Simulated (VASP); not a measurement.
Crystal: TaH.

```
Ta H
1.0
     0.00000    2.27500    2.27500
     2.27500    0.00000    2.27500
     2.27500    2.27500    0.00000
Ta H
1 1
Direct
  0.00000 0.00000 0.00000
  0.25000 0.25000 0.25000
```

```yaml
Program: VASP 6.6.1
Task: relaxation of cell and atoms
Functional: PBE
Potentials_or_basis: VASP PAW PBE potentials, release 64 (Ta_pv, H)
Cutoff: 500 eV
k_mesh: 7 × 7 × 7
Occupations: gaussian, width 0.2 eV
Spin: no spin polarisation
```

At the start: pressure -14.6 GPa; volume 11.77 Å³/atom.

Task: How do energy, volume and symmetry change on relaxing?

Result: Over 3 steps the energy falls by 48.3 meV/atom and the volume is 10.80 Å³/atom (-8.3 %); space group F-43m (No. 216, to 0.05 Å).

The path:
```
step  energy change (eV)  largest force (eV/Å)  pressure (GPa)  volume (Å³)
   1              0.0000                0.0000          -14.61        23.55
   2             -0.0210                0.0000           17.05        20.08
   3             -0.0965                0.0000           -0.17        21.61
```

Final structure:
```
CELL_PARAMETERS angstrom
0.00000 2.21062 2.21062
2.21062 0.00000 2.21062
2.21062 2.21062 0.00000
ATOMIC_POSITIONS crystal
Ta 0.00000 0.00000 0.00000
H 0.25000 0.25000 0.25000
```
